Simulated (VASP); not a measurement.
# Tl (I4_1/amd) in VASP: further runs

Runs on Tl. Level: PBE. Tasks: single point.

Everything below comes from runs of VASP 6.6.1. Logs are shortened: lines on timing, memory, paths and dates and some standing lists are left out, and cuts for length are marked.

**1. The cell of the first run**

The structure is tetragonal, space group I4_1/amd (No. 141). The conventional cell has a = 5.535 Å, b = 5.535 Å, c = 2.960 Å, α = 90.00°, β = 90.00°, γ = 90.00°. Within 3.8 Å of Tl (site symmetry -4m2) lie 10 Tl at 2.86 to 3.55 Å.

**2. Single point, PBE**

The input, INCAR:

```
SYSTEM = Tl
PREC     = Accurate       ! precision mode
ENCUT    = 520            ! plane-wave cutoff, eV
EDIFF    = 1E-7           ! SCF threshold, eV
ISMEAR   = -1             ! smearing method
SIGMA    = 0.08           ! smearing width, eV
LREAL    = .FALSE.        ! projectors in reciprocal space
LASPH    = .TRUE.         ! aspherical terms in the spheres
NELM     = 60             ! most SCF steps
ALGO     = Normal         ! electronic algorithm
ISIF     = 2              ! what is computed and relaxed
LWAVE    = .FALSE.        ! write WAVECAR
LCHARG   = .FALSE.        ! write CHGCAR
GGA      = PE             ! functional
NBANDS   = 20             ! bands
```

The input, KPOINTS:

```
regular mesh
0
G
  13 13 13
  0 0 0
```

The input, POSCAR:

```
Tl
1.0
   -2.7675539444      2.7675539444      1.4797679970
    2.7675539444     -2.7675539444      1.4797679970
    2.7675539444      2.7675539444     -1.4797679970
Tl
2
Direct
   -0.3750000000     -0.1250000000     -0.2500000000
    0.3750000000      0.1250000000      0.2500000000
```

Potentials or basis: VASP PAW PBE potentials, release 64 (Tl_d).

On the command line:

```sh
> cat potpaw_PBE.64/Tl_d/POTCAR > POTCAR
> mpirun -np 1 vasp_std > vasp.out
```

OUTCAR:

```text
SYSTEM = Tl
   PREC = Accurate
   ENCUT = 520
   EDIFF = 1E-7
   ISMEAR = -1
   LREAL = .FALSE.
   LASPH = .TRUE.
   NELM = 60
   ISIF = 2
   GGA = PE

 ion  position               nearest neighbor table
   1  0.625  0.875  0.750-   2 2.86   2 2.86   2 2.86   2 2.86   2 3.55   2 3.55   2 3.55   2 3.55

   2  0.375  0.125  0.250-   1 2.86   1 2.86   1 2.86   1 2.86   1 3.55   1 3.55   1 3.55   1 3.55

  LATTYP: Found a body centered tetragonal cell.
 ALAT       =     5.5351078888
 C/A-ratio  =     0.5346844277

  Lattice vectors:

 A1 = (  -2.7675539444,   2.7675539444,   1.4797679970)
 A2 = (   2.7675539444,  -2.7675539444,   1.4797679970)
 A3 = (   2.7675539444,   2.7675539444,  -1.4797679970)

Analysis of symmetry for initial positions (statically):
=====================================================================
 Subroutine PRICEL returns:
 Original cell was already a primitive cell.

 Routine SETGRP: Setting up the symmetry group for a
 body centered tetragonal supercell.

 Subroutine GETGRP returns: Found 16 space group operations
 (whereof  4 operations were pure point group operations)
 out of a pool of 16 trial point group operations.

The static configuration has the point symmetry C_2h.
 The point group associated with its full space group is D_4h.

Analysis of symmetry for dynamics (positions and initial velocities):
=====================================================================
 Subroutine PRICEL returns:
 Original cell was already a primitive cell.

 Routine SETGRP: Setting up the symmetry group for a
 body centered tetragonal supercell.

 Subroutine GETGRP returns: Found 16 space group operations
 (whereof  4 operations were pure point group operations)
 out of a pool of 16 trial point group operations.

The dynamic configuration has the point symmetry C_2h.
 The point group associated with its full space group is D_4h.

 Subroutine INISYM returns: Found 16 space group operations
 (whereof  4 operations are pure point group operations),
 and found     1 'primitive' translations

----------------------------------------------------------------------------------------

                                     Primitive cell

  volume of cell :      45.3363

  direct lattice vectors                    reciprocal lattice vectors
    -2.767553944  2.767553944  1.479767997     0.000000000  0.180664952  0.337890805
     2.767553944 -2.767553944  1.479767997     0.180664952  0.000000000  0.337890805
     2.767553944  2.767553944 -1.479767997     0.180664952  0.180664952  0.000000000

  length of vectors
     4.184306752  4.184306752  4.184306752     0.383157958  0.383157958  0.255498825

  position of ions in fractional coordinates (direct lattice)
     0.625000000  0.875000000  0.750000000
     0.375000000  0.125000000  0.250000000

  ion indices of the primitive-cell ions
   primitive index   ion index
                 1           1
                 2           2

----------------------------------------------------------------------------------------

 KPOINTS: regular mesh

Automatic generation of k-mesh.
 Grid dimensions read from file:
 generate k-points for:   13   13   13

 Generating k-lattice:

  Cartesian coordinates                     Fractional coordinates (reciprocal lattice)
     0.000000000  0.013897304  0.025991600     0.076923077  0.000000000  0.000000000
     0.013897304  0.000000000  0.025991600     0.000000000  0.076923077  0.000000000
     0.013897304  0.013897304  0.000000000     0.000000000  0.000000000  0.076923077

  Length of vectors
     0.029473689  0.029473689  0.019653756

  Shift w.r.t. Gamma in fractional coordinates (k-lattice)
     0.000000000  0.000000000  0.000000000

 Subroutine IBZKPT returns following result:
 ===========================================

 Found    196 irreducible k-points:

 Following reciprocal coordinates:
            Coordinates               Weight
  0.000000  0.000000  0.000000      1.000000
  0.076923 -0.000000  0.000000      8.000000
  0.153846  0.000000  0.000000      8.000000
  0.230769 -0.000000  0.000000      8.000000
  0.307692  0.000000  0.000000      8.000000
  0.384615  0.000000  0.000000      8.000000
[... 16 lines left out ...]
  0.384615  0.153846  0.000000     16.000000
  0.461538  0.153846  0.000000     16.000000
 [... further k-points ...]
   k-points           NKPTS =    196   k-points in BZ     NKDIM =    196   number of bands    NBANDS=     20
   number of dos      NEDOS =    301   number of ions     NIONS =      2
   total plane-waves  NPLWV =  32768
   dimension x,y,z NGX =    32 NGY =   32 NGZ =   32
   dimension x,y,z NGXF=    64 NGYF=   64 NGZF=   64
   ions per type =               2
   NGX,Y,Z   is equivalent  to a cutoff of  12.71, 12.71, 12.71 a.u.
   NGXF,Y,Z  is equivalent  to a cutoff of  25.43, 25.43, 25.43 a.u.
 SYSTEM =  Tl
   PREC   = accura    normal or accurate (medium, high low for compatibility)
   ISTART =      0    job   : 0-new  1-cont  2-samecut
   ICHARG =      2    charge: 1-file 2-atom 10-const
   ISPIN  =      1    spin polarized calculation?
   LNONCOLLINEAR =      F non collinear calculations
   LSORBIT =      F    spin-orbit coupling
   LASPH  =      T    aspherical Exc in radial PAW
   ENCUT  =  520.0 eV  38.22 Ry    6.18 a.u.   7.78  7.78  7.78*2*pi/ulx,y,z
   NELM   =     60;   NELMIN=  2; NELMDL= -5     # of ELM steps
   EDIFF  = 0.1E-06   stopping-criterion for ELM
   LREAL  =      F    real-space projection
   EDIFFG = 0.1E-05   stopping-criterion for IOM
   NSW    =      0    number of steps for IOM
   IBRION =     -1    ionic relax: 0-MD 1-quasi-New 2-CG
   NFREE  =      0    steps in history (QN), initial steepest desc. (CG)
   ISIF   =      2    stress and relaxation
   ISYM   =      2    0-nonsym 1-usesym 2-fastsym
   POTIM  = 0.5000    time-step for ionic-motion
   TEBEG  =    0.0;   TEEND  =   0.0 temperature during run
   PSTRESS=    0.0 pullay stress
   NELECT =      26.0000    total number of electrons
   NUPDOWN=      -1.0000    fix difference up-down
   EMIN   =  10.00;   EMAX   =-10.00  energy-range for DOS
   EFERMI =   0.00;   METHOD = LEGACY
   ISMEAR =    -1;   SIGMA  =   0.08  broadening in eV -4-tet -1-fermi 0-gaus
   EFERMI_NEDOS =   21; number of points for ismear=-14 and -15
   IALGO  =     38    algorithm
   IMIX   =      4    mixing-type and parameters
     AMIX     =   0.40;   BMIX     =  1.00
     AMIX_MAG =   1.60;   BMIX_MAG =  1.00
  volume/ion in A,a.u.               =      22.67       152.97
  Fermi-wavevector in a.u.,A,eV,Ry     =   1.360141  2.570294 25.170563  1.849984
  Thomas-Fermi vector in A             =   2.486829
   LORBIT       =      0    0 simple, 1 ext, 2 COOP (PROOUT), +10 PAW based schemes
   GGA     = PE    functional components
   LHFCALC =     F    Hartree Fock is set to
   AEXX    =    0.0000 exact exchange contribution
   IVDW    =     0    specifies the selected vdW correction
   LEPSILON=     F    determine dielectric tensor
   LRPA    =     F    only Hartree local field effects (RPA)
 non-spin polarized calculation
  energy-cutoff  :      520.00
  volume of cell :       45.34
 maximum number of plane-waves:      1236
   NGX = 15   NGY = 15   NGZ = 15

 number of electron      25.9999994 magnetization

 Free energy of the ion-electron system (eV)
  ---------------------------------------------------
  ext. energy  EPLUGINS =         0.00000000
  ---------------------------------------------------
  free energy    TOTEN  =        -3.16171619 eV

  energy without entropy =       -3.14358607  energy(sigma->0) =       -3.15265113

 E-fermi :   9.4401     XC(G=0): -11.3588

 val. band max:        9.4294966423   @ k =  -0.3846   0.0769   0.0000
 cond. band min:       9.4530697685   @ k =   0.0769   0.0769   0.0000
 fundamental gap:      0.0235731263
 Fermi energy:         9.4401124011

 k-point     1 :       0.0000    0.0000    0.0000
  band No.  band energies     occupation
      1      -3.7515      2.00000
      2      -3.5046      2.00000
      3      -3.3799      2.00000
      4      -3.3668      2.00000
      5      -2.6578      2.00000
      6      -2.2528      2.00000
[... 12 lines left out ...]
     19      21.2382      0.00000
     20      23.3501      0.00000

 k-point     2 :       0.0769   -0.0000    0.0000
  band No.  band energies     occupation
      1      -3.7366      2.00000
      2      -3.4733      2.00000
      3      -3.3101      2.00000
      4      -3.2882      2.00000
      5      -2.5163      2.00000
      6      -2.3475      2.00000
[... 12 lines left out ...]
     19      19.9178      0.00000
     20      21.4781      0.00000

 k-point     3 :       0.1538    0.0000    0.0000
  band No.  band energies     occupation
      1      -3.6872      2.00000
      2      -3.3861      2.00000
      3      -3.1893      2.00000
      4      -3.0517      2.00000
      5      -2.5199      2.00000
      6      -2.4764      2.00000
[... 12 lines left out ...]
     19      18.8127      0.00000
     20      20.2448      0.00000

 k-point     4 :       0.2308   -0.0000    0.0000
  band No.  band energies     occupation
      1      -3.6132      2.00000
      2      -3.2679      2.00000
      3      -3.1196      2.00000
      4      -2.8029      2.00000
      5      -2.7108      2.00000
      6      -2.4651      2.00000
[... 12 lines left out ...]
     19      17.6560      0.00000
     20      19.8609      0.00000

 k-point     5 :       0.3077    0.0000    0.0000
  band No.  band energies     occupation
      1      -3.5435      2.00000
      2      -3.1891      2.00000
      3      -3.1460      2.00000
      4      -2.8449      2.00000
      5      -2.8296      2.00000
      6      -2.4636      2.00000
[... 12 lines left out ...]
     19      17.6864      0.00000
     20      19.3505      0.00000
[... 353 lines left out ...]
      6      -2.6603      2.00000
[... 12 lines left out ...]
     19      18.3055      0.00000
     20      19.9272      0.00000

 k-point    22 :       0.3077    0.1538    0.0000
  band No.  band energies     occupation
      1      -3.5629      2.00000
      2      -3.3496      2.00000
      3      -3.0272      2.00000
      4      -2.9847      2.00000
      5      -2.7222      2.00000
      6      -2.7074      2.00000
[... 12 lines left out ...]
     19      19.6106      0.00000
     20      19.9379      0.00000

 k-point    23 :       0.3846    0.1538    0.0000
  band No.  band energies     occupation
      1      -3.5245      2.00000
      2      -3.3492      2.00000
      3      -3.1239      2.00000
      4      -2.9830      2.00000
      5      -2.7253      2.00000
      6      -2.6236      2.00000
[... 12 lines left out ...]
     19      20.0074      0.00000
     20      20.3578      0.00000

 k-point    24 :       0.4615    0.1538    0.0000
  band No.  band energies     occupation
      1      -3.4697      2.00000
      2      -3.2695      2.00000
      3      -3.1720      2.00000
      4      -2.9809      2.00000
      5      -2.6871      2.00000
      6      -2.5970      2.00000
[... 12 lines left out ...]
     19      20.2733      0.00000
     20      20.6588      0.00000

 [... further k-points ...]
[... 5 lines left out ...]
  --------------------------------------------------------------------------------------
  -------------------------------------------------------------------------------------
  Total        7.1543391      7.1543391      7.0770079      0.0000000     -0.0000000      0.0000000
  in kB      252.8333105    252.8333105    250.1004364      0.0000000     -0.0000000      0.0000000
  external PRESSURE =     251.9223525 kB  Pullay stress =       0.0000000 kB

 VOLUME and BASIS-vectors are now :
 -----------------------------------------------------------------------------
  energy-cutoff  :      520.00
  volume of cell :       45.34
      direct lattice vectors                 reciprocal lattice vectors
    -2.767553944  2.767553944  1.479767997     0.000000000  0.180664952  0.337890805
     2.767553944 -2.767553944  1.479767997     0.180664952  0.000000000  0.337890805
     2.767553944  2.767553944 -1.479767997     0.180664952  0.180664952  0.000000000

 POSITION                                       TOTAL-FORCE (eV/Angst)
 -----------------------------------------------------------------------------------
      2.76755      1.38378      1.10983         0.000000      0.000000     -0.000000
     -0.00000      1.38378      0.36994        -0.000000     -0.000000      0.000000
 -----------------------------------------------------------------------------------
    total drift:                                0.000000     -0.000000      0.000000

  FREE ENERGIE OF THE ION-ELECTRON SYSTEM (eV)
  ---------------------------------------------------
  free  energy   TOTEN  =        -3.1617161903 eV

  energy  without entropy=       -3.1435860707  energy(sigma->0) =       -3.15265113
```

Run time: 3.7 min. Hardware: 1 thread of Oxide Virtual Turin-like, shared host; peak memory 0.25 GiB.

Results:

```
Free energy            : -3.1617 eV
Pressure               : 25.2 GPa
Band gap on the k mesh : zero (bands 13 and 14 overlap by 7.47 eV)
```

Caveat: the cell stands under pressure; spin-orbit coupling is left out, which moves the levels of the heavy elements.

**3. Single point, PBE (22.67 Å³/atom)**

The input, INCAR:

```
  PREC = Accurate
  ENCUT = 520
  EDIFF = 1E-6
  ISMEAR = -1
  SIGMA = 0.08
  LREAL = F
  LASPH = T
  NELM = 100
  ALGO = Normal
  ISIF = 2
  LWAVE = F
  LCHARG = F
  GGA = PE
  NBANDS = 20
```

The input, KPOINTS:

```
regular mesh
0
Gamma
  13 13 13
```

POSCAR is that of step 2.

Potentials or basis: VASP PAW PBE potentials, release 64 (Tl_d).

On the command line:

```sh
> cat potpaw_PBE.64/Tl_d/POTCAR > POTCAR
> mpirun -np 1 vasp_std > vasp.out
```

OUTCAR:

```text
PREC = Accurate
   ENCUT = 520
   EDIFF = 1E-6
   ISMEAR = -1
   LREAL = F
   LASPH = T
   NELM = 100
   ISIF = 2
   GGA = PE

 ion  position               nearest neighbor table
   1  0.625  0.875  0.750-   2 2.86   2 2.86   2 2.86   2 2.86   2 3.55   2 3.55   2 3.55   2 3.55

   2  0.375  0.125  0.250-   1 2.86   1 2.86   1 2.86   1 2.86   1 3.55   1 3.55   1 3.55   1 3.55

  LATTYP: Found a body centered tetragonal cell.
 ALAT       =     5.5351078888
 C/A-ratio  =     0.5346844277

  Lattice vectors:

 A1 = (  -2.7675539444,   2.7675539444,   1.4797679970)
 A2 = (   2.7675539444,  -2.7675539444,   1.4797679970)
 A3 = (   2.7675539444,   2.7675539444,  -1.4797679970)

Analysis of symmetry for initial positions (statically):
=====================================================================
 Subroutine PRICEL returns:
 Original cell was already a primitive cell.

 Routine SETGRP: Setting up the symmetry group for a
 body centered tetragonal supercell.

 Subroutine GETGRP returns: Found 16 space group operations
 (whereof  4 operations were pure point group operations)
 out of a pool of 16 trial point group operations.

The static configuration has the point symmetry C_2h.
 The point group associated with its full space group is D_4h.

Analysis of symmetry for dynamics (positions and initial velocities):
=====================================================================
 Subroutine PRICEL returns:
 Original cell was already a primitive cell.

 Routine SETGRP: Setting up the symmetry group for a
 body centered tetragonal supercell.

 Subroutine GETGRP returns: Found 16 space group operations
 (whereof  4 operations were pure point group operations)
 out of a pool of 16 trial point group operations.

The dynamic configuration has the point symmetry C_2h.
 The point group associated with its full space group is D_4h.

[... 105 lines left out ...]
   ISYM   =      2    0-nonsym 1-usesym 2-fastsym
   POTIM  = 0.5000    time-step for ionic-motion
   TEBEG  =    0.0;   TEEND  =   0.0 temperature during run
   PSTRESS=    0.0 pullay stress
   NELECT =      26.0000    total number of electrons
   NUPDOWN=      -1.0000    fix difference up-down
   EMIN   =  10.00;   EMAX   =-10.00  energy-range for DOS
   EFERMI =   0.00;   METHOD = LEGACY
   ISMEAR =    -1;   SIGMA  =   0.08  broadening in eV -4-tet -1-fermi 0-gaus
   EFERMI_NEDOS =   21; number of points for ismear=-14 and -15
   IALGO  =     38    algorithm
   IMIX   =      4    mixing-type and parameters
     AMIX     =   0.40;   BMIX     =  1.00
     AMIX_MAG =   1.60;   BMIX_MAG =  1.00
  volume/ion in A,a.u.               =      22.67       152.97
  Fermi-wavevector in a.u.,A,eV,Ry     =   1.360141  2.570294 25.170563  1.849984
  Thomas-Fermi vector in A             =   2.486829
   LORBIT       =      0    0 simple, 1 ext, 2 COOP (PROOUT), +10 PAW based schemes
   GGA     = PE    functional components
   LHFCALC =     F    Hartree Fock is set to
   AEXX    =    0.0000 exact exchange contribution
   IVDW    =     0    specifies the selected vdW correction
   LEPSILON=     F    determine dielectric tensor
   LRPA    =     F    only Hartree local field effects (RPA)
 non-spin polarized calculation
  energy-cutoff  :      520.00
  volume of cell :       45.34
 maximum number of plane-waves:      1236
   NGX = 15   NGY = 15   NGZ = 15

 number of electron      25.9999994 magnetization

 Free energy of the ion-electron system (eV)
  ---------------------------------------------------
  ext. energy  EPLUGINS =         0.00000000
  ---------------------------------------------------
  free energy    TOTEN  =        -3.16171628 eV

  energy without entropy =       -3.14358621  energy(sigma->0) =       -3.15265125

 E-fermi :   9.4401     XC(G=0): -11.3588

 val. band max:        9.4295345158   @ k =  -0.3846   0.0769   0.0000
 cond. band min:       9.4531031320   @ k =   0.0769   0.0769   0.0000
 fundamental gap:      0.0235686161
 Fermi energy:         9.4401494356

 k-point     1 :       0.0000    0.0000    0.0000
  band No.  band energies     occupation
      1      -3.7512      2.00000
      2      -3.5044      2.00000
      3      -3.3797      2.00000
      4      -3.3666      2.00000
      5      -2.6577      2.00000
      6      -2.2526      2.00000
[... 541 lines left out ...]
     19      20.2733      0.00000
     20      20.6588      0.00000

 [... further k-points ...]
[... 5 lines left out ...]
  --------------------------------------------------------------------------------------
  -------------------------------------------------------------------------------------
  Total        7.1477981      7.1477981      7.0699641      0.0000000      0.0000000     -0.0000000
  in kB      252.6021522    252.6021522    249.8515098      0.0000000      0.0000000     -0.0000000
  external PRESSURE =     251.6852714 kB  Pullay stress =       0.0000000 kB

 VOLUME and BASIS-vectors are now :
 -----------------------------------------------------------------------------
  energy-cutoff  :      520.00
  volume of cell :       45.34
      direct lattice vectors                 reciprocal lattice vectors
    -2.767553944  2.767553944  1.479767997     0.000000000  0.180664952  0.337890805
     2.767553944 -2.767553944  1.479767997     0.180664952  0.000000000  0.337890805
     2.767553944  2.767553944 -1.479767997     0.180664952  0.180664952  0.000000000

 POSITION                                       TOTAL-FORCE (eV/Angst)
 -----------------------------------------------------------------------------------
      2.76755      1.38378      1.10983        -0.000000      0.000000      0.000000
     -0.00000      1.38378      0.36994         0.000000     -0.000000     -0.000000
 -----------------------------------------------------------------------------------
    total drift:                                0.000000     -0.000000      0.000000

  FREE ENERGIE OF THE ION-ELECTRON SYSTEM (eV)
  ---------------------------------------------------
  free  energy   TOTEN  =        -3.1617162791 eV

  energy  without entropy=       -3.1435862132  energy(sigma->0) =       -3.15265125
```

Wall time 3.7 min (1 thread of Oxide Virtual Turin-like, shared host); peak memory 0.24 GiB.

Results:

| Quantity | Value |
| --- | --- |
| Free energy | -3.1617 eV |
| Pressure | 25.2 GPa |
| Band gap on the k mesh | zero (bands 13 and 14 overlap by 7.47 eV) |

Levels at points of the mesh, in eV from the Fermi level:
| k point | band 10 | band 11 | band 12 | band 13 | band 14 | band 15 | band 16 | band 17 |
| --- | --- | --- | --- | --- | --- | --- | --- | --- |
| (0.00, 0.00, 0.00) | -11.27 | -10.82 | -1.51 | -0.70 | -0.70 | 5.63 | 9.17 | 9.17 |

Caveat: the cell stands under pressure; spin-orbit coupling is left out, which moves the levels of the heavy elements.

The gap in the log of VASP goes by the Fermi energy; the results here count the filled bands.